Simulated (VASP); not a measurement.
Runs of VASP 6.6.1 on Bi. The structure is that of space group P-3m1 (No. 164), or close to it. The cells are those of the table. 

```csv
level,potentials or basis,cell,gap on the mesh (eV),largest force (eV/Å)
PBE,"VASP PAW PBE potentials, release 64 (Bi_d)","a = 4.350, b = 4.350, c = 27.053 Å, angles 90.0, 90.0, 120.0°, 2 atoms",0.56,0.02
PBEsol,"VASP PAW PBE potentials, release 64 (Bi_d)","a = 4.265, b = 4.265, c = 27.053 Å, angles 90.0, 90.0, 120.0°, 2 atoms",0.57,0.02
LDA,"VASP PAW LDA potentials, release 64 (Bi_d)","a = 4.227, b = 4.227, c = 27.053 Å, angles 90.0, 90.0, 120.0°, 2 atoms",0.57,0.05
r2SCAN,"VASP PAW PBE potentials, release 64 (Bi_d)","a = 4.315, b = 4.315, c = 27.053 Å, angles 90.0, 90.0, 120.0°, 2 atoms",(a),0.02
```

Alike in all rows: task single point; no spin polarisation; k mesh 6 × 6 × 1; cutoff (eV) 520; smearing fermi-dirac 0.02 eV.

Question: Fill in the values left out.

Answer: (a) 0.86.

Caveats: spin-orbit coupling is left out, which moves the levels of the heavy elements; the PAW data sets were made with another functional, which shifts forces and pressure a little (some runs).

A k mesh can miss the band edges, and the runs leave out spin-orbit coupling on Bi.
